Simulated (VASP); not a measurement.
Here is a VASP 6.6.1 calculation.

Contents of INCAR:

```
PREC     = Accurate       # precision mode
ENCUT    = 520            # plane-wave cutoff, eV
EDIFF    = 1E-6           # SCF threshold, eV
ISMEAR   = 0              # smearing method
SIGMA    = 0.05           # smearing width, eV
LREAL    = F              # projectors in reciprocal space
LASPH    = T              # aspherical terms in the spheres
NELM     = 80             # most SCF steps
ALGO     = Normal         # electronic algorithm
ISIF     = 2              # what is computed and relaxed
LWAVE    = F              # write WAVECAR
LCHARG   = T              # write CHGCAR
LDIPOL   = T            
IDIPOL   = 3            
DIPOL    = 0.5 0.5 0.340
GGA      = PS             # functional
LELF     = T              # ELF
LVHAR    = T            
LVACPOTAV= T            
NBANDS   = 85             # bands
```

File KPOINTS:

```
regular mesh
0
Gamma
  3 6 1
```

File POSCAR:

```
Sn5H2
1.0
    9.2511606991      0.0000000000      0.0000000000
    0.0000000000      4.6255803495      0.0000000000
    0.0000000000      0.0000000000     20.4076949379
Sn H
10 4
Direct
    0.5000000000      0.0000000000      0.2457963278
    0.0000000000      0.0000000000      0.2457963278
    0.7500000000      0.0000000000      0.3259322579
    0.2500000000      0.0000000000      0.3259322579
    0.7653878333      0.5000000000      0.4028181598
    0.2297965573      0.5000000000      0.4008746267
   -0.0068437648      0.5000000000      0.4983563428
    0.4981693981      0.5000000000      0.4662016429
    0.1577394786      0.0000000000      0.5259590166
    0.4611319136      0.0000000000      0.5387483101
    0.5092148627      0.3035343313      0.1962100729
    0.5092148627     -0.3035343313      0.1962100729
   -0.0092148627     -0.3035343313      0.1962100729
   -0.0092148627      0.3035343313      0.1962100729
```

Potentials or basis: VASP PAW PBE potentials, release 64 (Sn_d, H).

Command:

```bash
$ cat potpaw_PBE.64/Sn_d/POTCAR potpaw_PBE.64/H/POTCAR > POTCAR
$ mpirun -np 1 vasp_std > vasp.out
```

(1) Estimate the band gap on the k mesh.

(2) What does it give for the largest force?

## Answers

(1) zero (bands 72 and 73 overlap by 0.06 eV).

(2) 0.909 eV/Å.

Caveat: the PAW data sets were made with another functional, which shifts forces and pressure a little; spin-orbit coupling is left out, which moves the levels of the heavy elements.
